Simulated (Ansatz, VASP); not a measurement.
## One calculation of SnSe2, two programs

POSCAR

```
SnSe2
1.0
    3.8405676479      0.0000000000      0.0000000000
   -1.9202838240      3.3260291481      0.0000000000
    0.0000000000      0.0000000000      6.5233023644
Sn Se
1 2
Direct
    0.0000000000      0.0000000000      0.0000000000
    0.3394626971      0.6789253942      0.2457085058
    0.6727960304      0.3455920608      0.7631645564
```

Contents of INCAR.step1:

```
SYSTEM = SnSe2
  PREC = Accurate
  ENCUT = 520
  ISMEAR = 0
  SIGMA = 0.05
  LREAL = .False.
  LASPH = .True.
  NELM = 80
  NBANDS = 20
  GGA = PE
  ALGO = Normal
  EDIFF = 1E-4
  LWAVE = .True.
  LCHARG = .False.
```

File INCAR.step2:

```
SYSTEM = SnSe2
  PREC = Accurate
  ENCUT = 520
  EDIFF = 1E-6
  ISMEAR = 0
  SIGMA = 0.05
  LREAL = .False.
  LASPH = .True.
  NELM = 80
  ALGO = Normal
  ISIF = 2
  LWAVE = .False.
  LCHARG = .True.
  METAGGA = R2SCAN
  LMIXTAU = .True.
  LELF = .True.
  LVHAR = .True.
  NBANDS = 20
  ISTART = 1
```

KPOINTS

```
Automatic mesh
0
Gamma
  12 12 4
  0 0 0
```

Input for Ansatz:

```yaml
crystal:
  lattice:
    - [3.8405676479, 0.0, 0.0]
    - [-1.920283824, 3.3260291481, 0.0]
    - [0.0, 0.0, 6.5233023644]
  atoms:
    - { symbol: Sn, position: [0.0, 0.0, 0.0] }
    - { symbol: Se, position: [0.3394626971, 0.6789253942, 0.2457085058] }
    - { symbol: Se, position: [0.6727960304, 0.3455920608, 0.7631645564] }
basis:
  ecutwfc: 500
kpoints:
  mp_grid: { grid: [12, 12, 4] }
hamiltonian:
  xc: r2scan
scf:
  occupations: { method: gaussian, width: 0.05 }
output:
  forces: true
  stress: true
  eigenvalues: true
```

Change from the starting cell: all Se atoms moved -0.050 Å, as atom 2 towards its neighbour atom 1 (Sn) at 2.719 Å.

Alike in both runs: task single point; functional r2SCAN; k mesh 12 × 12 × 4; occupations gaussian, width 0.05 eV; no spin polarisation.

|  | VASP | Ansatz |
| --- | --- | --- |
| version | VASP 6.6.1 | Ansatz 0.2.0 |
| potentials or method | VASP PAW PBE potentials, release 64 (Sn_d, Se), cutoff 520 eV | scalar-relativistic, plane waves, PAW |
| valence electrons in the cell | 26 | 46 |

```csv
,VASP,Ansatz,Ansatz less VASP
gap on the k mesh at the Fermi level (eV),1.02,1.02,-0.003
least direct gap on the mesh (eV),1.45,1.45,-0.001
pressure (GPa),0.1,0.1,-0.05
"traceless stress, the component that is largest in VASP (GPa)",0.11,0.11,0.000
rms of the force components (eV/Å),0.207,0.205,-0.0017
```

VASP's potentials were made for PBE, not for r2SCAN. Atom by atom the forces differ by 0.006 eV/Å (rms over components). VASP's potentials hold 26 valence electrons a cell and Ansatz's 46, so a difference there can come from the potentials and not from the codes.
